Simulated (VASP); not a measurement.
# Pb: single point with PBE

The system is Pb.

```
Pb
1.0
     3.57013   -0.05130   -0.00884
    -1.82949    3.06618    0.00885
    -0.01420    0.00822    5.51951
Pb
2
Direct
  0.33020 0.66980 0.24583
  0.66980 0.33020 0.75417
```

This cell differs from its parent crystal: strained and its atoms moved.

```
Program             : VASP 6.6.1
Task                : single point
Functional          : PBE
Potentials or basis : VASP PAW PBE potentials, release 64 (Pb_d)
Cutoff              : 520 eV
k mesh              : 12 × 12 × 8
Occupations         : gaussian, width 0.1 eV
Spin                : no spin polarisation
```

```yaml
Pressure: 3.1 GPa
Largest_force: 0.136 eV/Å
Band_gap_on_the_k_mesh: zero (bands 14 and 15 overlap by 7.27 eV)
```

Forces in eV/Å, atoms in the order of the input:
```
Pb   0.038 -0.022  0.129
Pb  -0.038  0.022 -0.129
```

Stress tensor (GPa, compression positive):
```
 2.05  0.24  0.08
 0.24  2.32 -0.05
 0.08 -0.05  4.86
```

Levels at points of the mesh, in eV from the Fermi level:
```tsv
k point	band 10	band 11	band 12	band 13	band 14	band 15	band 16	band 17	band 18	band 19
(0.00, 0.00, 0.00)	-16.73	-11.79	-7.67	-4.07	5.00	5.33	6.71	7.46	8.40	8.58
(0.50, 0.00, 0.00)	-16.71	-8.32	-7.14	-2.64	-1.13	-0.31	1.59	1.84	5.50	5.85
(0.50, 0.50, 0.00)	-16.70	-8.67	-7.16	-2.80	-1.12	-0.71	1.91	2.15	6.16	6.29
(0.00, 0.00, 0.50)	-16.79	-10.59	-10.35	1.30	1.48	5.84	5.88	6.25	6.44	8.98
(0.50, 0.00, 0.50)	-16.72	-7.51	-7.43	-3.71	-3.62	2.99	3.20	3.89	3.91	6.85
(0.50, 0.50, 0.50)	-16.74	-7.83	-7.65	-3.76	-3.63	3.57	3.79	3.83	3.99	7.17
```

It took 6.7 min on 1 thread of AMD EPYC 7R13, with other jobs on the host, peak memory 0.39 GiB.

Caveat: the cell differs from its parent crystal (strained and its atoms moved); the cell stands under pressure; spin-orbit coupling is left out, which moves the levels of the heavy elements.
